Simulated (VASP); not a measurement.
# Au (Cmcm) in VASP: a series of runs

Runs on Au. Level: PBE. Tasks: single point.

All numbers are computed with VASP 6.6.1; they aren't measurements. Logs are shortened: lines on timing, memory, paths and dates and some standing lists are left out, and cuts for length are marked.

## Step 1: The cell of the first run

It takes space group Cmcm (No. 63, orthorhombic). The conventional cell has a = 2.823 Å, b = 5.112 Å, c = 4.893 Å, α = 90.00°, β = 90.00°, γ = 90.00°. Au (site symmetry m2m) has 12 Au at 2.82 to 2.97 Å within 3.7 Å.

## Step 2: Single point, PBE

Input file INCAR:

```
  ALGO = Fast
  EDIFF = 1E-6
  ENCUT = 520
  GGA = PE
  ISIF = 2
  ISMEAR = 0
  LASPH = True
  LCHARG = False
  LREAL = False
  LWAVE = False
  NBANDS = 18
  NELM = 60
  PREC = Accurate
  SIGMA = 0.02
```

Input file KPOINTS:

```
k-points
0
Gamma
  16 16 10
```

Input file POSCAR:

```
Au
1.0
    1.4113099650     -2.5559330250      0.0000000000
    1.4113099650      2.5559330250      0.0000000000
    0.0000000000      0.0000000000      4.8931696100
Au
2
Direct
    0.6653279700      0.3346720300      0.2500000000
    0.3346720300      0.6653279700      0.7500000000
```

Potentials or basis: VASP PAW PBE potentials, release 64 (Au).

Launch:

```bash
cat potpaw_PBE.64/Au/POTCAR > POTCAR
mpirun -np 1 vasp_std > vasp.out
```

OUTCAR:

```text
EDIFF = 1E-6
   ENCUT = 520
   GGA = PE
   ISIF = 2
   ISMEAR = 0
   LASPH = True
   LREAL = False
   NELM = 60
   PREC = Accurate

 ion  position               nearest neighbor table
   1  0.665  0.335  0.250-   2 2.95   2 2.95   2 2.95   2 2.95   2 2.97   2 2.97
   2  0.335  0.665  0.750-   1 2.95   1 2.95   1 2.95   1 2.95   1 2.97   1 2.97

  LATTYP: Found a base centered orthorhombic cell.
 ALAT       =     2.8226199300
 B/A-ratio  =     1.8110359088
 C/A-ratio  =     1.7335559627

  Lattice vectors:

 A1 = (   1.4113099650,  -2.5559330250,   0.0000000000)
 A2 = (   1.4113099650,   2.5559330250,   0.0000000000)
 A3 = (   0.0000000000,   0.0000000000,   4.8931696100)

Analysis of symmetry for initial positions (statically):
=====================================================================
 Subroutine PRICEL returns:
 Original cell was already a primitive cell.

 Routine SETGRP: Setting up the symmetry group for a
 base centered orthorhombic supercell.

 Subroutine GETGRP returns: Found  8 space group operations
 (whereof  4 operations were pure point group operations)
 out of a pool of  8 trial point group operations.

The static configuration has the point symmetry C_2h.
 The point group associated with its full space group is D_2h.

Analysis of symmetry for dynamics (positions and initial velocities):
=====================================================================
 Subroutine PRICEL returns:
 Original cell was already a primitive cell.

 Routine SETGRP: Setting up the symmetry group for a
 base centered orthorhombic supercell.

 Subroutine GETGRP returns: Found  8 space group operations
 (whereof  4 operations were pure point group operations)
 out of a pool of  8 trial point group operations.

The dynamic configuration has the point symmetry C_2h.
 The point group associated with its full space group is D_2h.

 Subroutine INISYM returns: Found  8 space group operations
 (whereof  4 operations are pure point group operations),
 and found     1 'primitive' translations

----------------------------------------------------------------------------------------

                                     Primitive cell

  volume of cell :      35.3014

  direct lattice vectors                    reciprocal lattice vectors
     1.411309965 -2.555933025  0.000000000     0.354280783 -0.195623279  0.000000000
     1.411309965  2.555933025  0.000000000     0.354280783  0.195623279  0.000000000
     0.000000000  0.000000000  4.893169610     0.000000000  0.000000000  0.204366511

  length of vectors
     2.919689957  2.919689957  4.893169610     0.404701545  0.404701545  0.204366511

  position of ions in fractional coordinates (direct lattice)
     0.665327970  0.334672030  0.250000000
     0.334672030  0.665327970  0.750000000

  ion indices of the primitive-cell ions
   primitive index   ion index
                 1           1
                 2           2

----------------------------------------------------------------------------------------

 KPOINTS: k-points

Automatic generation of k-mesh.
 Grid dimensions read from file:
 generate k-points for:   16   16   10

 Generating k-lattice:

  Cartesian coordinates                     Fractional coordinates (reciprocal lattice)
     0.022142549 -0.012226455  0.000000000     0.062500000  0.000000000  0.000000000
     0.022142549  0.012226455  0.000000000     0.000000000  0.062500000  0.000000000
     0.000000000  0.000000000  0.020436651     0.000000000  0.000000000  0.100000000

  Length of vectors
     0.025293847  0.025293847  0.020436651

  Shift w.r.t. Gamma in fractional coordinates (k-lattice)
     0.000000000  0.000000000  0.000000000

 Subroutine IBZKPT returns following result:
 ===========================================

 Found    438 irreducible k-points:

 Following reciprocal coordinates:
            Coordinates               Weight
  0.000000  0.000000  0.000000      1.000000
  0.062500 -0.000000  0.000000      4.000000
  0.125000 -0.000000  0.000000      4.000000
  0.187500 -0.000000  0.000000      4.000000
  0.250000 -0.000000  0.000000      4.000000
  0.312500 -0.000000  0.000000      4.000000
[... 16 lines left out ...]
 -0.125000  0.062500  0.000000      4.000000
 -0.062500  0.062500  0.000000      2.000000
 [... further k-points ...]
   k-points           NKPTS =    438   k-points in BZ     NKDIM =    438   number of bands    NBANDS=     18
   number of dos      NEDOS =    301   number of ions     NIONS =      2
   total plane-waves  NPLWV =  20736
   dimension x,y,z NGX =    24 NGY =   24 NGZ =   36
   dimension x,y,z NGXF=    48 NGYF=   48 NGZF=   72
   ions per type =               2
   NGX,Y,Z   is equivalent  to a cutoff of  13.67, 13.67, 12.23 a.u.
   NGXF,Y,Z  is equivalent  to a cutoff of  27.33, 27.33, 24.46 a.u.
 SYSTEM =  unknown system
   PREC   = accura    normal or accurate (medium, high low for compatibility)
   ISTART =      0    job   : 0-new  1-cont  2-samecut
   ICHARG =      2    charge: 1-file 2-atom 10-const
   ISPIN  =      1    spin polarized calculation?
   LNONCOLLINEAR =      F non collinear calculations
   LSORBIT =      F    spin-orbit coupling
   LASPH  =      T    aspherical Exc in radial PAW
   ENCUT  =  520.0 eV  38.22 Ry    6.18 a.u.   5.43  5.43  9.10*2*pi/ulx,y,z
   NELM   =     60;   NELMIN=  2; NELMDL= -5     # of ELM steps
   EDIFF  = 0.1E-05   stopping-criterion for ELM
   LREAL  =      F    real-space projection
   EDIFFG = 0.1E-04   stopping-criterion for IOM
   NSW    =      0    number of steps for IOM
   IBRION =     -1    ionic relax: 0-MD 1-quasi-New 2-CG
   NFREE  =      0    steps in history (QN), initial steepest desc. (CG)
   ISIF   =      2    stress and relaxation
   ISYM   =      2    0-nonsym 1-usesym 2-fastsym
   POTIM  = 0.5000    time-step for ionic-motion
   TEBEG  =    0.0;   TEEND  =   0.0 temperature during run
   PSTRESS=    0.0 pullay stress
   NELECT =      22.0000    total number of electrons
   NUPDOWN=      -1.0000    fix difference up-down
   EMIN   =  10.00;   EMAX   =-10.00  energy-range for DOS
   EFERMI =   0.00;   METHOD = LEGACY
   ISMEAR =     0;   SIGMA  =   0.02  broadening in eV -4-tet -1-fermi 0-gaus
   EFERMI_NEDOS =   21; number of points for ismear=-14 and -15
   IALGO  =     68    algorithm
   IMIX   =      4    mixing-type and parameters
     AMIX     =   0.40;   BMIX     =  1.00
     AMIX_MAG =   1.60;   BMIX_MAG =  1.00
  volume/ion in A,a.u.               =      17.65       119.11
  Fermi-wavevector in a.u.,A,eV,Ry     =   1.398358  2.642513 26.604898  1.955405
  Thomas-Fermi vector in A             =   2.521524
   LORBIT       =      0    0 simple, 1 ext, 2 COOP (PROOUT), +10 PAW based schemes
   GGA     = PE    functional components
   LHFCALC =     F    Hartree Fock is set to
   AEXX    =    0.0000 exact exchange contribution
   IVDW    =     0    specifies the selected vdW correction
   LEPSILON=     F    determine dielectric tensor
   LRPA    =     F    only Hartree local field effects (RPA)
 non-spin polarized calculation
 RMM-DIIS sequential band-by-band and
 Gauss-broadening in eV      SIGMA  =   0.02
  energy-cutoff  :      520.00
  volume of cell :       35.30
 maximum number of plane-waves:       970
 NGX is ok and might be reduce to    24
   NGX = 11   NGY = 11   NGZ = 19

 number of electron      21.9999996 magnetization

 Free energy of the ion-electron system (eV)
  ---------------------------------------------------
  ext. energy  EPLUGINS =         0.00000000
  ---------------------------------------------------
  free energy    TOTEN  =        -6.41628922 eV

  energy without entropy =       -6.41610938  energy(sigma->0) =       -6.41619930

 E-fermi :   8.8823     XC(G=0): -12.5047

 val. band max:        8.8812710004   @ k =   0.5000   0.3125   0.3000
 cond. band min:       8.8831785506   @ k =   0.5000   0.1875   0.3000
 fundamental gap:      0.0019075502
 Fermi energy:         8.8823257021

 k-point     1 :       0.0000    0.0000    0.0000
  band No.  band energies     occupation
      1      -0.5934      2.00000
      2       1.7757      2.00000
      3       4.1412      2.00000
      4       4.1978      2.00000
      5       4.5321      2.00000
      6       4.7744      2.00000
[... 10 lines left out ...]
     17      26.8124      0.00000
     18      27.7449      0.00000

 k-point     2 :       0.0625   -0.0000    0.0000
  band No.  band energies     occupation
      1      -0.4678      2.00000
      2       1.8826      2.00000
      3       4.1218      2.00000
      4       4.2965      2.00000
      5       4.5709      2.00000
      6       4.7745      2.00000
[... 10 lines left out ...]
     17      26.2882      0.00000
     18      26.9222      0.00000

 k-point     3 :       0.1250   -0.0000    0.0000
  band No.  band energies     occupation
      1      -0.1015      2.00000
      2       2.1790      2.00000
      3       4.0635      2.00000
      4       4.5234      2.00000
      5       4.6151      2.00000
      6       4.8371      2.00000
[... 10 lines left out ...]
     17      25.3511      0.00000
     18      26.8929      0.00000

 k-point     4 :       0.1875   -0.0000    0.0000
  band No.  band energies     occupation
      1       0.4693      2.00000
      2       2.5639      2.00000
      3       3.9696      2.00000
      4       4.4676      2.00000
      5       4.4835      2.00000
      6       4.8897      2.00000
[... 10 lines left out ...]
     17      25.2837      0.00000
     18      26.0774      0.00000

 k-point     5 :       0.2500   -0.0000    0.0000
  band No.  band energies     occupation
      1       1.1604      2.00000
      2       2.7880      2.00000
      3       3.8955      2.00000
      4       4.0541      2.00000
      5       4.3781      2.00000
      6       4.8840      2.00000
[... 10 lines left out ...]
     17      25.3812      0.00000
     18      25.7846      0.00000

 k-point     6 :       0.3125   -0.0000    0.0000
  band No.  band energies     occupation
      1       1.8026      2.00000
      2       2.7167      2.00000
      3       3.4292      2.00000
      4       4.3006      2.00000
      5       4.5543      2.00000
      6       4.6969      2.00000
[... 10 lines left out ...]
     17      23.0068      0.00000
     18      24.9655      0.00000

 k-point     7 :       0.3750   -0.0000    0.0000
  band No.  band energies     occupation
      1       2.1920      2.00000
      2       2.5513      2.00000
      3       3.0889      2.00000
      4       4.5427      2.00000
      5       4.5811      2.00000
      6       4.8307      2.00000
[... 10 lines left out ...]
     17      21.8729      0.00000
     18      24.1662      0.00000

 k-point     8 :       0.4375    0.0000    0.0000
  band No.  band energies     occupation
      1       2.3270      2.00000
      2       2.4247      2.00000
      3       2.8824      2.00000
      4       4.4416      2.00000
      5       4.7397      2.00000
      6       4.8787      2.00000
[... 10 lines left out ...]
     17      20.9086      0.00000
     18      23.6582      0.00000
[... 229 lines left out ...]
     17      22.5489      0.00000
     18      24.3783      0.00000

 k-point    20 :      -0.3125    0.0625    0.0000
  band No.  band energies     occupation
      1       1.5577      2.00000
      2       2.8504      2.00000
      3       3.6645      2.00000
      4       4.0317      2.00000
      5       4.4142      2.00000
      6       4.7209      2.00000
[... 10 lines left out ...]
     17      24.2602      0.00000
     18      25.2938      0.00000

 k-point    21 :      -0.2500    0.0625    0.0000
  band No.  band energies     occupation
      1       0.8612      2.00000
      2       2.7712      2.00000
      3       3.8225      2.00000
      4       4.1751      2.00000
      5       4.3943      2.00000
      6       4.8728      2.00000
[... 10 lines left out ...]
     17      25.9915      0.00000
     18      26.1050      0.00000

 k-point    22 :      -0.1875    0.0625    0.0000
  band No.  band energies     occupation
      1       0.2218      2.00000
      2       2.4094      2.00000
      3       3.8769      2.00000
      4       4.4505      2.00000
      5       4.6481      2.00000
      6       4.7656      2.00000
[... 10 lines left out ...]
     17      26.1004      0.00000
     18      26.2317      0.00000

 k-point    23 :      -0.1250    0.0625    0.0000
  band No.  band energies     occupation
      1      -0.2423      2.00000
      2       2.0575      2.00000
      3       3.9701      2.00000
      4       4.3656      2.00000
      5       4.5597      2.00000
      6       4.9360      2.00000
[... 10 lines left out ...]
     17      26.3369      0.00000
     18      26.6382      0.00000

 k-point    24 :      -0.0625    0.0625    0.0000
  band No.  band energies     occupation
      1      -0.4786      2.00000
      2       1.8676      2.00000
      3       4.0334      2.00000
      4       4.2822      2.00000
      5       4.5303      2.00000
      6       4.8456      2.00000
[... 10 lines left out ...]
     17      26.6016      0.00000
     18      27.0663      0.00000

 [... further k-points ...]

------------------------ aborting loop because EDIFF is reached ----------------------------------------

  FORCE on cell =-STRESS in cart. coord.  units (eV):
  Direction    XX          YY          ZZ          XY          YZ          ZX
  --------------------------------------------------------------------------------------
  -------------------------------------------------------------------------------------
  Total        0.9486254      0.5930596      0.4212377      0.0000000      0.0000000      0.0000000
  in kB       43.0539698     26.9163881     19.1181409      0.0000000      0.0000000      0.0000000
  external PRESSURE =      29.6961663 kB  Pullay stress =       0.0000000 kB

 VOLUME and BASIS-vectors are now :
 -----------------------------------------------------------------------------
  energy-cutoff  :      520.00
  volume of cell :       35.30
      direct lattice vectors                 reciprocal lattice vectors
     1.411309965 -2.555933025  0.000000000     0.354280783 -0.195623279  0.000000000
     1.411309965  2.555933025  0.000000000     0.354280783  0.195623279  0.000000000
     0.000000000  0.000000000  4.893169610     0.000000000  0.000000000  0.204366511

 POSITION                                       TOTAL-FORCE (eV/Angst)
 -----------------------------------------------------------------------------------
      1.41131     -0.84513      1.22329         0.000000      0.006968     -0.000000
      1.41131      0.84513      3.66988         0.000000     -0.006968      0.000000
 -----------------------------------------------------------------------------------
    total drift:                                0.000000      0.000000     -0.000000

  FREE ENERGIE OF THE ION-ELECTRON SYSTEM (eV)
  ---------------------------------------------------
  free  energy   TOTEN  =        -6.4162892172 eV

  energy  without entropy=       -6.4161093836  energy(sigma->0) =       -6.41619930
```

Run time: 2.6 min. Hardware: 1 thread of Intel Xeon Platinum 8259CL at 2.50GHz (Skylake/Cascade Lake), shared host; peak memory 0.33 GiB.

What came out:

```
Free energy            : -6.4163 eV
Pressure               : 3.0 GPa
Largest force          : 0.007 eV/Å
Band gap on the k mesh : zero (band 11 reaches 12.94 eV, above the bottom of band 12 at 6.36 eV)
```

Forces in eV/Å, atoms in the order of the input:
```
Au   0.000  0.007  0.000
Au   0.000 -0.007  0.000
```

Stress tensor (GPa, compression positive):
```
4.31 0.00 0.00
0.00 2.69 0.00
0.00 0.00 1.91
```

Caveat: spin-orbit coupling is left out, which moves the levels of the heavy elements.

## Step 3: Single point, PBE

Input file INCAR:

```
SYSTEM = Au
  ALGO = Fast
  EDIFF = 1E-7
  ENCUT = 520
  GGA = PE
  ISIF = 2
  ISMEAR = 0
  LASPH = .TRUE.
  LCHARG = .FALSE.
  LREAL = .FALSE.
  LWAVE = .FALSE.
  NBANDS = 18
  NELM = 60
  PREC = Accurate
  SIGMA = 0.05
```

Input file KPOINTS:

```
k-points
0
G
  16 16 10
  0 0 0
```

POSCAR is that of step 2.

Potentials or basis: VASP PAW PBE potentials, release 64 (Au).

Launch:

```bash
cat potpaw_PBE.64/Au/POTCAR > POTCAR
mpirun -np 1 vasp_std > vasp.out
```

Run time: 3.4 min. Hardware: 1 thread of Intel Xeon Platinum 8259CL at 2.50GHz (Skylake/Cascade Lake), shared host; peak memory 0.34 GiB.

It converged, with:

```
Free energy            : -6.4167 eV
Pressure               : 2.9 GPa
Largest force          : 0.011 eV/Å
Band gap on the k mesh : zero (band 11 reaches 12.94 eV, above the bottom of band 12 at 6.36 eV)
```

Forces in eV/Å, atoms in the order of the input:
```
Au   0.000  0.011  0.000
Au   0.000 -0.011  0.000
```

Stress tensor (GPa, compression positive):
```
4.23 0.00 0.00
0.00 2.61 0.00
0.00 0.00 1.84
```

Levels at points of the mesh, in eV from the Fermi level:
```
           k point  band 7  band 8  band 9  band 10  band 11  band 12  band 13  band 14  band 15  band 16
(0.00, 0.00, 0.00)   -3.85   -3.48   -3.31    -2.19    -2.12    -1.02     2.41    14.57    15.53    16.71
(0.50, 0.00, 0.00)   -3.47   -1.99   -1.80    -1.65     0.51     1.75     5.77     7.25     7.27    10.00
(0.50, 0.50, 0.00)   -3.61   -1.90   -1.88    -1.71     0.24     1.27     5.38     6.78     6.92    11.09
(0.00, 0.00, 0.50)   -4.16   -4.16   -2.65    -2.65    -2.51    -2.51    10.21    10.21    14.89    14.89
(0.50, 0.00, 0.50)   -2.37   -2.37   -1.70    -1.70     0.69     0.69     4.04     4.04    13.08    13.08
(0.50, 0.50, 0.50)   -2.36   -2.36   -1.78    -1.78     0.32     0.32     3.48     3.48    12.66    12.66
```

Caveat: spin-orbit coupling is left out, which moves the levels of the heavy elements.

(Part 1 of 2 ends here.)
